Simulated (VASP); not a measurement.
Input of a VASP 6.6.1 run:

File INCAR:

```
PREC = Accurate
ENCUT = 600
EDIFF = 1E-6
ISMEAR = 0
SIGMA = 0.1
LREAL = F
LASPH = T
NELM = 100
ALGO = Normal
ISIF = 3
LWAVE = F
LCHARG = F
GGA = PE
IBRION = 2
NSW = 100
EDIFFG = -0.01
```

File KPOINTS:

```
Automatic mesh
0
Gamma
  10 10 10
```

The input POSCAR:

```
Li
1.0
    2.3296446261     -3.9483156134      0.0000000000
    2.3296446261      3.9483156134      0.0000000000
    0.0000000000      0.0000000000      4.6654869012
Li
4
Direct
    0.1525000000      0.8475000000      0.0785000000
    0.6525000000      0.3475000000      0.4215000000
    0.8475000000      0.1525000000      0.9215000000
    0.3475000000      0.6525000000      0.5785000000
```

Potentials or basis: VASP PAW PBE potentials, release 64 (Li_sv).

Launch:

```sh
$ cat potpaw_PBE.64/Li_sv/POTCAR > POTCAR
$ mpirun -np 1 vasp_std > vasp.out
```

What does it give for the relaxed cell?

a = 5.544 Å, b = 5.544 Å, c = 3.159 Å, α = 90.00°, β = 90.00°, γ = 127.80°.

Estimate the band gap on the k mesh.

zero (bands 6 and 7 overlap by 2.78 eV).

Forces in eV/Å, atoms in the order of the input:
```
Li   0.000 -0.003  0.003
Li   0.000 -0.003 -0.003
Li   0.000  0.003 -0.003
Li   0.000  0.003  0.003
```

Caveat: a cell axis changed by over 15 % at a fixed basis, so the end point is rough.
